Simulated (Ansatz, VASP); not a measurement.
## One calculation of Au, two programs

```xyz
2
Lattice="2.8275 0.0000 0.0000 -1.4137 2.4487 0.0000 0.0000 0.0000 4.8800" Properties=species:S:1:pos:R:3 pbc="T T T"
Au    0.0000    1.6325    3.6600
Au    1.4137    0.8162    1.2200
```

Change from the starting cell: strain -0.025 along x and y, +0.000 along z, atoms carried along.

Alike in both runs: task single point; functional PBEsol; k mesh 18 × 18 × 10; occupations gaussian, width 0.15 eV; no spin polarisation.

|  | VASP | Ansatz |
| --- | --- | --- |
| version | VASP 6.6.1 | Ansatz 0.2.0 |
| potentials or method | VASP PAW PBE potentials, release 64 (Au), cutoff 520 eV | scalar-relativistic, plane waves, PAW |
| valence electrons in the cell | 22 | 38 |

VASP gave:

* gap on the k mesh at the Fermi level (eV): none
* pressure (GPa): 1.5
* traceless stress, the component that is largest in VASP (GPa): -1.67

Q: What did Ansatz give for the same quantities?

A: gap on the k mesh at the Fermi level (eV): none; pressure (GPa): 1.8; traceless stress, the component that is largest in VASP (GPa): -1.65.

VASP's potentials were made for PBE, not for PBEsol. A gap of «none» marks a metal or a gap that the smearing closes. VASP's potentials hold 22 valence electrons a cell and Ansatz's 38, so a difference there can come from the potentials and not from the codes.

Neither program's run includes spin-orbit coupling.
